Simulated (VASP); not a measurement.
# I (Im-3m) in VASP: single point with PBE+D3(BJ)

Aim: the single point of I with PBE+D3(BJ).

Program: VASP 6.6.1. These are calculated values, not measurements. Logs are shortened: lines on timing, memory, paths and dates and some standing lists are left out, and cuts for length are marked.

### 1 The cell of the first run

It takes space group Im-3m (No. 229, cubic). The conventional cell has a = 4.179 Å, b = 4.179 Å, c = 4.179 Å, α = 90.00°, β = 90.00°, γ = 90.00°. Within 4.8 Å of I (site symmetry m-3m) lie 14 I at 3.62 to 4.18 Å.

### 2 Single point, PBE+D3(BJ), collinear spin, ferromagnetic start

INCAR

```
PREC = Accurate
ENCUT = 520
EDIFF = 1E-7
ISMEAR = 0
SIGMA = 0.1
LREAL = F
LASPH = T
NELM = 150
ALGO = Normal
ISIF = 2
LWAVE = F
LCHARG = F
ISPIN = 2
MAGMOM = -1
LORBIT = 11
GGA = PE
IVDW = 12
NBANDS = 14
```

KPOINTS

```
regular mesh
0
Gamma
  6 6 6
```

POSCAR

```
I
1.0
   -2.0893754423      2.0893754423      2.0893754423
    2.0893754423     -2.0893754423      2.0893754423
    2.0893754423      2.0893754423     -2.0893754423
I
1
Direct
    0.0000000000      0.0000000000      0.0000000000
```

Potentials or basis: VASP PAW PBE potentials, release 64 (I).

Started as:

```sh
$ cat potpaw_PBE.64/I/POTCAR > POTCAR
$ mpirun -np 1 vasp_std > vasp.out
```

OUTCAR:

```text
PREC = Accurate
   ENCUT = 520
   EDIFF = 1E-7
   ISMEAR = 0
   LREAL = F
   LASPH = T
   NELM = 150
   ISIF = 2
   ISPIN = 2
   LORBIT = 11
   GGA = PE
   IVDW = 12
 IVDW          = 12

 ion  position               nearest neighbor table
   1  0.000  0.000  0.000-

  LATTYP: Found a body centered cubic cell.
 ALAT       =     4.1787508846

  Lattice vectors:

 A1 = (  -2.0893754423,   2.0893754423,   2.0893754423)
 A2 = (   2.0893754423,  -2.0893754423,   2.0893754423)
 A3 = (   2.0893754423,   2.0893754423,  -2.0893754423)

Analysis of symmetry for initial positions (statically):
=====================================================================
 Subroutine PRICEL returns:
 Original cell was already a primitive cell.

 Routine SETGRP: Setting up the symmetry group for a
 body centered cubic supercell.

 Subroutine GETGRP returns: Found 48 space group operations
 (whereof 48 operations were pure point group operations)
 out of a pool of 48 trial point group operations.

The static configuration has the point symmetry O_h .

Analysis of symmetry for dynamics (positions and initial velocities):
=====================================================================
 Subroutine PRICEL returns:
 Original cell was already a primitive cell.

 Routine SETGRP: Setting up the symmetry group for a
 body centered cubic supercell.

 Subroutine GETGRP returns: Found 48 space group operations
 (whereof 48 operations were pure point group operations)
 out of a pool of 48 trial point group operations.

The dynamic configuration has the point symmetry O_h .

Analysis of structural, dynamic, and magnetic symmetry:
=====================================================================
 Subroutine PRICEL returns:
 Original cell was already a primitive cell.

 Routine SETGRP: Setting up the symmetry group for a
 body centered cubic supercell.

 Subroutine GETGRP returns: Found 48 space group operations
 (whereof 48 operations were pure point group operations)
 out of a pool of 48 trial point group operations.

The overall configuration has the point symmetry O_h .

 Subroutine INISYM returns: Found 48 space group operations
 (whereof 48 operations are pure point group operations),
 and found     1 'primitive' translations

----------------------------------------------------------------------------------------

                                     Primitive cell

  volume of cell :      36.4846

  direct lattice vectors                    reciprocal lattice vectors
    -2.089375442  2.089375442  2.089375442     0.000000000  0.239305962  0.239305962
     2.089375442 -2.089375442  2.089375442     0.239305962  0.000000000  0.239305962
     2.089375442  2.089375442 -2.089375442     0.239305962  0.239305962  0.000000000

  length of vectors
     3.618904422  3.618904422  3.618904422     0.338429737  0.338429737  0.338429737

  position of ions in fractional coordinates (direct lattice)
     0.000000000  0.000000000  0.000000000

  ion indices of the primitive-cell ions
   primitive index   ion index
                 1           1

----------------------------------------------------------------------------------------

 KPOINTS: regular mesh

Automatic generation of k-mesh.
 Grid dimensions read from file:
 generate k-points for:    6    6    6

 Generating k-lattice:

  Cartesian coordinates                     Fractional coordinates (reciprocal lattice)
     0.000000000  0.039884327  0.039884327     0.166666667  0.000000000  0.000000000
     0.039884327  0.000000000  0.039884327     0.000000000  0.166666667  0.000000000
     0.039884327  0.039884327  0.000000000     0.000000000  0.000000000  0.166666667

  Length of vectors
     0.056404956  0.056404956  0.056404956

  Shift w.r.t. Gamma in fractional coordinates (k-lattice)
     0.000000000  0.000000000  0.000000000

 Subroutine IBZKPT returns following result:
 ===========================================

 Found     16 irreducible k-points:

 Following reciprocal coordinates:
            Coordinates               Weight
  0.000000  0.000000  0.000000      1.000000
  0.166667  0.000000  0.000000     12.000000
  0.333333  0.000000  0.000000     12.000000
  0.500000  0.000000  0.000000      6.000000
  0.166667  0.166667  0.000000     24.000000
  0.333333  0.166667 -0.000000     48.000000
[... 8 lines left out ...]
  0.500000  0.500000  0.333333     12.000000
  0.500000  0.500000  0.500000      1.000000
   k-points           NKPTS =     16   k-points in BZ     NKDIM =     16   number of bands    NBANDS=     14
   number of dos      NEDOS =    301   number of ions     NIONS =      1
   total plane-waves  NPLWV =  21952
   dimension x,y,z NGX =    28 NGY =   28 NGZ =   28
   dimension x,y,z NGXF=    56 NGYF=   56 NGZF=   56
   ions per type =               1
   NGX,Y,Z   is equivalent  to a cutoff of  12.86, 12.86, 12.86 a.u.
   NGXF,Y,Z  is equivalent  to a cutoff of  25.73, 25.73, 25.73 a.u.
 SYSTEM =  unknown system
   PREC   = accura    normal or accurate (medium, high low for compatibility)
   ISTART =      0    job   : 0-new  1-cont  2-samecut
   ICHARG =      2    charge: 1-file 2-atom 10-const
   ISPIN  =      2    spin polarized calculation?
   LNONCOLLINEAR =      F non collinear calculations
   LSORBIT =      F    spin-orbit coupling
   LASPH  =      T    aspherical Exc in radial PAW
   ENCUT  =  520.0 eV  38.22 Ry    6.18 a.u.   6.73  6.73  6.73*2*pi/ulx,y,z
   NELM   =    150;   NELMIN=  2; NELMDL= -5     # of ELM steps
   EDIFF  = 0.1E-06   stopping-criterion for ELM
   LREAL  =      F    real-space projection
   EDIFFG = 0.1E-05   stopping-criterion for IOM
   NSW    =      0    number of steps for IOM
   IBRION =     -1    ionic relax: 0-MD 1-quasi-New 2-CG
   NFREE  =      0    steps in history (QN), initial steepest desc. (CG)
   ISIF   =      2    stress and relaxation
   ISYM   =      2    0-nonsym 1-usesym 2-fastsym
   POTIM  = 0.5000    time-step for ionic-motion
   TEBEG  =    0.0;   TEEND  =   0.0 temperature during run
   PSTRESS=    0.0 pullay stress
   NELECT =       7.0000    total number of electrons
   NUPDOWN=      -1.0000    fix difference up-down
   EMIN   =  10.00;   EMAX   =-10.00  energy-range for DOS
   EFERMI =   0.00;   METHOD = LEGACY
   ISMEAR =     0;   SIGMA  =   0.10  broadening in eV -4-tet -1-fermi 0-gaus
   EFERMI_NEDOS =   21; number of points for ismear=-14 and -15
   IALGO  =     38    algorithm
   IMIX   =      4    mixing-type and parameters
     AMIX     =   0.40;   BMIX     =  1.00
     AMIX_MAG =   1.60;   BMIX_MAG =  1.00
  volume/ion in A,a.u.               =      36.48       246.21
  Fermi-wavevector in a.u.,A,eV,Ry     =   0.944215  1.784308 12.130172  0.891543
  Thomas-Fermi vector in A             =   2.071998
   LORBIT       =     11    0 simple, 1 ext, 2 COOP (PROOUT), +10 PAW based schemes
   GGA     = PE    functional components
   LHFCALC =     F    Hartree Fock is set to
   AEXX    =    0.0000 exact exchange contribution
   IVDW    =    12    specifies the selected vdW correction
   LEPSILON=     F    determine dielectric tensor
   LRPA    =     F    only Hartree local field effects (RPA)
 spin polarized calculation
 Gauss-broadening in eV      SIGMA  =   0.10
  energy-cutoff  :      520.00
  volume of cell :       36.48
 maximum number of plane-waves:       997
   NGX = 13   NGY = 13   NGZ = 13

 number of electron       7.0000000 magnetization       0.0004742

 number of electron       7.0000000 magnetization      -0.0002015

 Free energy of the ion-electron system (eV)
  ---------------------------------------------------
  ext. energy  EPLUGINS =         0.00000000
  ---------------------------------------------------
  free energy    TOTEN  =        -1.09138470 eV

  energy without entropy =       -1.08219607  energy(sigma->0) =       -1.08679038

 E-fermi :   4.1153     XC(G=0):  -8.9217

 val. band max:        3.9950352499   @ k =   0.3333   0.3333   0.0000
 cond. band min:       4.1759347046   @ k =   0.3333   0.1667  -0.0000
 fundamental gap:      0.1808994547
 Fermi energy:         4.1152628970

 spin component 1

 k-point     1 :       0.0000    0.0000    0.0000
  band No.  band energies     occupation
      1      -9.1890      1.00000
      2       4.8849      0.00000
      3       4.8849      0.00000
      4       4.8849      0.00000
      5      10.9309      0.00000
      6      13.8627      0.00000
      7      13.8627      0.00000
      8      13.8627      0.00000
      9      16.1018      0.00000
     10      16.1018      0.00000
     11      16.9798      0.00000
     12      16.9798      0.00000
     13      16.9798      0.00000
     14      28.0933      0.00000

 k-point     2 :       0.1667    0.0000    0.0000
  band No.  band energies     occupation
      1      -8.9095      1.00000
      2       3.2529      1.00000
      3       4.4059      0.00002
      4       4.8120      0.00000
      5      11.6969      0.00000
      6      12.8194      0.00000
      7      13.6232      0.00000
      8      15.1589      0.00000
      9      15.4104      0.00000
     10      15.4454      0.00000
     11      18.8679      0.00000
     12      18.9020      0.00000
     13      20.8204      0.00000
     14      24.4185      0.00000
[... 206 lines left out ...]
  band No.  band energies     occupation
      1      -7.1798      1.00000
      2       0.9965      1.00000
      3       1.9217      1.00000
      4       2.1855      1.00000
      5       9.4621      0.00000
      6      10.1092      0.00000
      7      16.0903      0.00000
      8      16.3268      0.00000
      9      20.5809      0.00000
     10      20.7918      0.00000
     11      21.1655      0.00000
     12      22.7174      0.00000
     13      25.6184      0.00000
     14      27.6256      0.00000

 k-point    16 :       0.5000    0.5000    0.5000
  band No.  band energies     occupation
      1      -6.9281      1.00000
      2       1.5764      1.00000
      3       1.5764      1.00000
      4       1.5764      1.00000
      5       8.6749      0.00000
      6       8.6749      0.00000
      7      20.1531      0.00000
      8      20.1531      0.00000
      9      20.1531      0.00000
     10      20.4999      0.00000
     11      20.4999      0.00000
     12      20.4999      0.00000
     13      21.2978      0.00000
     14      25.8072      0.00000
 Fermi energy:         4.1152628970

 spin component 2

 k-point     1 :       0.0000    0.0000    0.0000
  band No.  band energies     occupation
      1      -9.1891      1.00000
      2       4.8847      0.00000
      3       4.8847      0.00000
      4       4.8847      0.00000
      5      10.9308      0.00000
      6      13.8626      0.00000
      7      13.8626      0.00000
      8      13.8626      0.00000
      9      16.1017      0.00000
     10      16.1017      0.00000
     11      16.9797      0.00000
     12      16.9797      0.00000
     13      16.9797      0.00000
     14      28.0932      0.00000

 k-point     2 :       0.1667    0.0000    0.0000
  band No.  band energies     occupation
      1      -8.9096      1.00000
      2       3.2528      1.00000
      3       4.4057      0.00002
      4       4.8118      0.00000
      5      11.6969      0.00000
      6      12.8194      0.00000
      7      13.6231      0.00000
      8      15.1588      0.00000
      9      15.4103      0.00000
     10      15.4453      0.00000
     11      18.8678      0.00000
     12      18.9019      0.00000
     13      20.8203      0.00000
     14      24.4183      0.00000
[... 207 lines left out ...]
      1      -7.1800      1.00000
      2       0.9964      1.00000
      3       1.9215      1.00000
      4       2.1854      1.00000
      5       9.4620      0.00000
      6      10.1091      0.00000
      7      16.0902      0.00000
      8      16.3267      0.00000
      9      20.5808      0.00000
     10      20.7916      0.00000
     11      21.1654      0.00000
     12      22.7172      0.00000
     13      25.6183      0.00000
     14      27.6386      0.00000

 k-point    16 :       0.5000    0.5000    0.5000
  band No.  band energies     occupation
      1      -6.9282      1.00000
      2       1.5763      1.00000
      3       1.5763      1.00000
      4       1.5763      1.00000
      5       8.6748      0.00000
      6       8.6748      0.00000
      7      20.1530      0.00000
      8      20.1530      0.00000
      9      20.1530      0.00000
     10      20.4998      0.00000
     11      20.4998      0.00000
     12      20.4998      0.00000
     13      21.2978      0.00000
     14      25.8071      0.00000

------------------------ aborting loop because EDIFF is reached ----------------------------------------

 Edisp (eV)   -0.36452

 E8    (eV) :    -0.1645

  FORCE on cell =-STRESS in cart. coord.  units (eV):
  Direction    XX          YY          ZZ          XY          YZ          ZX
  --------------------------------------------------------------------------------------
  -------------------------------------------------------------------------------------
  Total      -0.48845    -0.48845    -0.48845    -0.00000     0.00000    -0.00000
  in kB     -21.44971   -21.44971   -21.44971    -0.00000     0.00000    -0.00000
  external pressure =      -21.45 kB  Pullay stress =        0.00 kB

 VOLUME and BASIS-vectors are now :
 -----------------------------------------------------------------------------
  energy-cutoff  :      520.00
  volume of cell :       36.48
      direct lattice vectors                 reciprocal lattice vectors
    -2.089375442  2.089375442  2.089375442     0.000000000  0.239305962  0.239305962
     2.089375442 -2.089375442  2.089375442     0.239305962  0.000000000  0.239305962
     2.089375442  2.089375442 -2.089375442     0.239305962  0.239305962  0.000000000

 POSITION                                       TOTAL-FORCE (eV/Angst)
 -----------------------------------------------------------------------------------
      0.00000      0.00000      0.00000         0.000000     -0.000000     -0.000000
 -----------------------------------------------------------------------------------
    total drift:                               -0.000000      0.000000      0.000000

  FREE ENERGIE OF THE ION-ELECTRON SYSTEM (eV)
  ---------------------------------------------------
  free  energy   TOTEN  =        -1.4559092566 eV

  energy  without entropy=       -1.4467206289  energy(sigma->0) =       -1.45131494

 total charge

# of ion       s       p       d       tot
------------------------------------------
    1        1.547   2.585   0.020   4.152

 magnetization (x)

# of ion       s       p       d       tot
------------------------------------------
    1       -0.000  -0.000  -0.000  -0.000
```

Wall time 9.3 s (1 thread of Intel Xeon 6975P-C (Granite Rapids), shared host); peak memory 0.18 GiB.

What came out:

```yaml
Free_energy: -1.4559 eV
Pressure: -2.1 GPa
Net_moment: 0.00 μB per cell
Valence_electrons_inside_the_program's_atomic_spheres: I 4.15
Dispersion_energy_per_atom: -0.365 eV
```

Caveat: spin-orbit coupling is left out, which moves the levels of the heavy elements; pairwise dispersion overbinds metals, which lowers pressure and volume.
